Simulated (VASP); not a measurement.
Runs of VASP 6.6.1 on NdH2. The structure is that of space group Fm-3m (No. 225), or close to it. The cells are those of the table. 

```csv
cell,gap on the mesh (eV),pressure (GPa),moment (μB)
"a = 3.842 Å, angles 60.0°, 3 atoms",none,(b),3.75
"a = 3.816 Å, angles 60.0°, 3 atoms",none,1.1,(c)
"a = 3.919 Å, angles 60.0°, 3 atoms",none,-3.3,3.79
"a = 3.944 Å, angles 60.0°, 3 atoms",none,-4.2,3.80
"a = 3.789 Å, angles 60.0°, 3 atoms",none,2.4,(a)
```

Alike in all rows: task single point; level PBEsol; potentials or basis VASP PAW PBE potentials, release 64 (Nd, H); spin collinear, ferromagnetic start; k mesh 8 × 8 × 8; cutoff (eV) 520; smearing fermi-dirac 0.05 eV.

Problem. Estimate the missing entries.

Solution. (a) 3.71; (b) -0.2; (c) 3.73.

Caveats: the magnetic or orbital state may not be the lowest; the PAW data sets were made with another functional, which shifts forces and pressure a little; spin-orbit coupling is left out, which moves the levels of the heavy elements; semilocal functionals describe open f shells poorly, which spoils levels, moments and volumes; the cell stands under tension (at least some runs).

A k mesh can miss the band edges, and the runs leave out spin-orbit coupling on Nd.

A gap of «none» marks levels without a gap at the run's occupations.
